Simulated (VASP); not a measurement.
The system is KI.

```
K I
1.0
     4.29109    0.00000    0.00000
     0.00000    4.29109    0.00000
     0.00000    0.00000    4.29109
K I
1 1
Direct
  0.00000 0.00000 0.00000
  0.50000 0.50000 0.50000
```

Base run:

| Quantity | Value |
| --- | --- |
| Program | VASP 6.6.1 |
| Functional | r2SCAN |
| Potentials or basis | VASP PAW PBE potentials, release 64 (K_sv, I) |
| Cutoff | 520 eV |
| k mesh | 4 × 4 × 4 |
| Occupations | gaussian, width 0.001 eV |
| Spin | no spin polarisation |

Its results: band gap on the k mesh 4.04 eV (least direct gap 4.41 eV); pressure 0.1 GPa.

Question: The run is repeated on the same cell with these changes: functional from r2SCAN to PBE-based screened hybrid with 10 % exact exchange; occupations from gaussian, width 0.001 eV to gaussian, width 0.01 eV. What comes out?

Answer: Band gap on the k mesh 3.84 eV (least direct gap 4.21 eV); pressure 0.4 GPa.

Caveats: the PAW data sets were made with another functional, which shifts forces and pressure a little; spin-orbit coupling is left out, which moves the levels of the heavy elements.

A k mesh can miss the band edges.
